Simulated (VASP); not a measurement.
# Sb (Fm-3m) in VASP: a series of runs, part 2 of 3

VASP 6.6.1.

## Step 3: Single point, LDA (volume scaled by 0.6, level accurate)

The input, INCAR:

```
PREC     = Accurate       # precision mode
ENCUT    = 500            # plane-wave cutoff, eV
EDIFF    = 1E-6           # SCF threshold, eV
ISMEAR   = -1             # smearing method
SIGMA    = 0.1            # smearing width, eV
LREAL    = False          # projectors in reciprocal space
LASPH    = True           # aspherical terms in the spheres
NELM     = 120            # most SCF steps
ALGO     = Normal         # electronic algorithm
ISIF     = 2              # what is computed and relaxed
LWAVE    = False          # write WAVECAR
LCHARG   = True           # write CHGCAR
GGA      = CA             # functional
LELF     = True           # ELF
LVHAR    = True         
NBANDS   = 8              # bands
GGA_COMPAT= False
```

The input, KPOINTS:

```
Automatic mesh
0
Gamma
  15 15 15
```

The input, POSCAR:

```
Sb
1.0
    0.0000000000      1.9769714060      1.9769714060
    1.9769714060      0.0000000000      1.9769714060
    1.9769714060      1.9769714060      0.0000000000
Sb
1
Direct
    0.0000000000      0.0000000000      0.0000000000
```

Potentials or basis: VASP PAW LDA potentials, release 64 (Sb).

Command:

```sh
> cat potpaw_LDA.64/Sb/POTCAR > POTCAR
> mpirun -np 1 vasp_std > vasp.out
```

OUTCAR:

```text
PREC = Accurate
   ENCUT = 500
   EDIFF = 1E-6
   ISMEAR = -1
   LREAL = False
   LASPH = True
   NELM = 120
   ISIF = 2
   GGA = CA

 ion  position               nearest neighbor table
   1  0.000  0.000  0.000-

  LATTYP: Found a face centered cubic cell.
 ALAT       =     3.9539428120

  Lattice vectors:

 A1 = (   0.0000000000,   1.9769714060,   1.9769714060)
 A2 = (   1.9769714060,   0.0000000000,   1.9769714060)
 A3 = (   1.9769714060,   1.9769714060,   0.0000000000)

Analysis of symmetry for initial positions (statically):
=====================================================================
 Subroutine PRICEL returns:
 Original cell was already a primitive cell.

 Routine SETGRP: Setting up the symmetry group for a
 face centered cubic supercell.

 Subroutine GETGRP returns: Found 48 space group operations
 (whereof 48 operations were pure point group operations)
 out of a pool of 48 trial point group operations.

The static configuration has the point symmetry O_h .

Analysis of symmetry for dynamics (positions and initial velocities):
=====================================================================
 Subroutine PRICEL returns:
 Original cell was already a primitive cell.

 Routine SETGRP: Setting up the symmetry group for a
 face centered cubic supercell.

 Subroutine GETGRP returns: Found 48 space group operations
 (whereof 48 operations were pure point group operations)
 out of a pool of 48 trial point group operations.

The dynamic configuration has the point symmetry O_h .

 Subroutine INISYM returns: Found 48 space group operations
 (whereof 48 operations are pure point group operations),
 and found     1 'primitive' translations

----------------------------------------------------------------------------------------

                                     Primitive cell

  volume of cell :      15.4537

  direct lattice vectors                    reciprocal lattice vectors
     0.000000000  1.976971406  1.976971406    -0.252912105  0.252912105  0.252912105
     1.976971406  0.000000000  1.976971406     0.252912105 -0.252912105  0.252912105
     1.976971406  1.976971406  0.000000000     0.252912105  0.252912105 -0.252912105

  length of vectors
     2.795859775  2.795859775  2.795859775     0.438056616  0.438056616  0.438056616

  position of ions in fractional coordinates (direct lattice)
     0.000000000  0.000000000  0.000000000

  ion indices of the primitive-cell ions
   primitive index   ion index
                 1           1

----------------------------------------------------------------------------------------

 KPOINTS: Automatic mesh

Automatic generation of k-mesh.
 Grid dimensions read from file:
 generate k-points for:   15   15   15

 Generating k-lattice:

  Cartesian coordinates                     Fractional coordinates (reciprocal lattice)
    -0.016860807  0.016860807  0.016860807     0.066666667  0.000000000  0.000000000
     0.016860807 -0.016860807  0.016860807     0.000000000  0.066666667  0.000000000
     0.016860807  0.016860807 -0.016860807     0.000000000  0.000000000  0.066666667

  Length of vectors
     0.029203774  0.029203774  0.029203774

  Shift w.r.t. Gamma in fractional coordinates (k-lattice)
     0.000000000  0.000000000  0.000000000

 Subroutine IBZKPT returns following result:
 ===========================================

 Found    120 irreducible k-points:

 Following reciprocal coordinates:
            Coordinates               Weight
  0.000000  0.000000  0.000000      1.000000
  0.066667  0.000000  0.000000      8.000000
  0.133333  0.000000  0.000000      8.000000
  0.200000  0.000000  0.000000      8.000000
  0.266667  0.000000  0.000000      8.000000
  0.333333  0.000000  0.000000      8.000000
[... 16 lines left out ...]
  0.133333  0.133333  0.000000      6.000000
  0.200000  0.133333  0.000000     24.000000
 [... further k-points ...]
   k-points           NKPTS =    120   k-points in BZ     NKDIM =    120   number of bands    NBANDS=      8
   number of dos      NEDOS =    301   number of ions     NIONS =      1
   total plane-waves  NPLWV =   8000
   dimension x,y,z NGX =    20 NGY =   20 NGZ =   20
   dimension x,y,z NGXF=    40 NGYF=   40 NGZF=   40
   ions per type =               1
   NGX,Y,Z   is equivalent  to a cutoff of  11.89, 11.89, 11.89 a.u.
   NGXF,Y,Z  is equivalent  to a cutoff of  23.78, 23.78, 23.78 a.u.
 SYSTEM =  unknown system
   PREC   = accura    normal or accurate (medium, high low for compatibility)
   ISTART =      0    job   : 0-new  1-cont  2-samecut
   ICHARG =      2    charge: 1-file 2-atom 10-const
   ISPIN  =      1    spin polarized calculation?
   LNONCOLLINEAR =      F non collinear calculations
   LSORBIT =      F    spin-orbit coupling
   LASPH  =      T    aspherical Exc in radial PAW
   ENCUT  =  500.0 eV  36.75 Ry    6.06 a.u.   5.10  5.10  5.10*2*pi/ulx,y,z
   NELM   =    120;   NELMIN=  2; NELMDL= -5     # of ELM steps
   EDIFF  = 0.1E-05   stopping-criterion for ELM
   LREAL  =      F    real-space projection
   EDIFFG = 0.1E-04   stopping-criterion for IOM
   NSW    =      0    number of steps for IOM
   IBRION =     -1    ionic relax: 0-MD 1-quasi-New 2-CG
   NFREE  =      0    steps in history (QN), initial steepest desc. (CG)
   ISIF   =      2    stress and relaxation
   ISYM   =      2    0-nonsym 1-usesym 2-fastsym
   POTIM  = 0.5000    time-step for ionic-motion
   TEBEG  =    0.0;   TEEND  =   0.0 temperature during run
   PSTRESS=    0.0 pullay stress
   NELECT =       5.0000    total number of electrons
   NUPDOWN=      -1.0000    fix difference up-down
   EMIN   =  10.00;   EMAX   =-10.00  energy-range for DOS
   EFERMI =   0.00;   METHOD = LEGACY
   ISMEAR =    -1;   SIGMA  =   0.10  broadening in eV -4-tet -1-fermi 0-gaus
   EFERMI_NEDOS =   21; number of points for ismear=-14 and -15
   IALGO  =     38    algorithm
   IMIX   =      4    mixing-type and parameters
     AMIX     =   0.40;   BMIX     =  1.00
     AMIX_MAG =   1.60;   BMIX_MAG =  1.00
  volume/ion in A,a.u.               =      15.45       104.29
  Fermi-wavevector in a.u.,A,eV,Ry     =   1.123883  2.123831 17.185696  1.263113
  Thomas-Fermi vector in A             =   2.260552
   LORBIT       =      0    0 simple, 1 ext, 2 COOP (PROOUT), +10 PAW based schemes
   GGA     = CA    functional components
   LHFCALC =     F    Hartree Fock is set to
   AEXX    =    0.0000 exact exchange contribution
   IVDW    =     0    specifies the selected vdW correction
   LEPSILON=     F    determine dielectric tensor
   LRPA    =     F    only Hartree local field effects (RPA)
 non-spin polarized calculation
  energy-cutoff  :      500.00
  volume of cell :       15.45
 maximum number of plane-waves:       403
   NGX = 11   NGY = 11   NGZ = 11

 number of electron       5.0000000 magnetization

 Free energy of the ion-electron system (eV)
  ---------------------------------------------------
  ext. energy  EPLUGINS =         0.00000000
  ---------------------------------------------------
  free energy    TOTEN  =        -2.17058894 eV

  energy without entropy =       -2.15400085  energy(sigma->0) =       -2.16229490

 E-fermi :  17.9297     XC(G=0): -12.9290

 val. band max:       17.9252339404   @ k =   0.4667   0.4000   0.0667
 cond. band min:      17.9488184731   @ k =  -0.3333   0.3333   0.1333
 fundamental gap:      0.0235845327
 Fermi energy:        17.9296957130

 k-point     1 :       0.0000    0.0000    0.0000
  band No.  band energies     occupation
      1      -0.8857      2.00000
      2      27.3470      0.00000
      3      27.9540      0.00000
      4      27.9540      0.00000
      5      27.9540      0.00000
      6      29.5402      0.00000
      7      29.5402      0.00000
      8      29.5402      0.00000

 k-point     2 :       0.0667    0.0000    0.0000
  band No.  band energies     occupation
      1      -0.7445      2.00000
      2      25.6690      0.00000
      3      27.5192      0.00000
      4      27.5232      0.00000
      5      27.5232      0.00000
      6      30.1031      0.00000
      7      30.1031      0.00000
      8      31.1443      0.00000
[... 221 lines left out ...]
 k-point    23 :       0.1333    0.1333    0.0000
  band No.  band energies     occupation
      1      -0.1318      2.00000
      2      24.5180      0.00000
      3      24.5180      0.00000
      4      25.4478      0.00000
      5      26.3362      0.00000
      6      29.2303      0.00000
      7      32.5601      0.00000
      8      32.9090      0.00000

 k-point    24 :       0.2000    0.1333    0.0000
  band No.  band energies     occupation
      1       0.3887      2.00000
      2      21.9503      0.00000
      3      23.6359      0.00000
      4      25.2832      0.00000
      5      26.8641      0.00000
      6      27.6824      0.00000
      7      32.5904      0.00000
      8      33.9072      0.00000

 [... further k-points ...]
[... 5 lines left out ...]
  --------------------------------------------------------------------------------------
  -------------------------------------------------------------------------------------
  Total       11.5498749     11.5498749     11.5498749      0.0000000     -0.0000000     -0.0000000
  in kB     1197.4481139   1197.4481139   1197.4481139      0.0000000     -0.0000000     -0.0000000
  external PRESSURE =    1197.4481139 kB  Pullay stress =       0.0000000 kB

 VOLUME and BASIS-vectors are now :
 -----------------------------------------------------------------------------
  energy-cutoff  :      500.00
  volume of cell :       15.45
      direct lattice vectors                 reciprocal lattice vectors
     0.000000000  1.976971406  1.976971406    -0.252912105  0.252912105  0.252912105
     1.976971406  0.000000000  1.976971406     0.252912105 -0.252912105  0.252912105
     1.976971406  1.976971406  0.000000000     0.252912105  0.252912105 -0.252912105

 POSITION                                       TOTAL-FORCE (eV/Angst)
 -----------------------------------------------------------------------------------
      0.00000      0.00000      0.00000         0.000000      0.000000      0.000000
 -----------------------------------------------------------------------------------
    total drift:                                0.000000      0.000000     -0.000000

  FREE ENERGIE OF THE ION-ELECTRON SYSTEM (eV)
  ---------------------------------------------------
  free  energy   TOTEN  =        -2.1705889371 eV

  energy  without entropy=       -2.1540008541  energy(sigma->0) =       -2.16229490
```

It took 7.3 s on 1 thread of Intel Xeon 6975P-C, shared host; peak memory 0.12 GiB.

What came out:

```
Free energy : -2.1706 eV
Pressure    : 119.7 GPa
```

Levels at points of the mesh, in eV from the Fermi level:
```tsv
k point	band 1	band 2	band 3	band 4	band 5	band 6	band 7
(0.00, 0.00, 0.00)	-18.82	9.42	10.02	10.02	10.02	11.61	11.61
```

Caveat: spin-orbit coupling is left out, which moves the levels of the heavy elements.

[end of part 2 of 3]
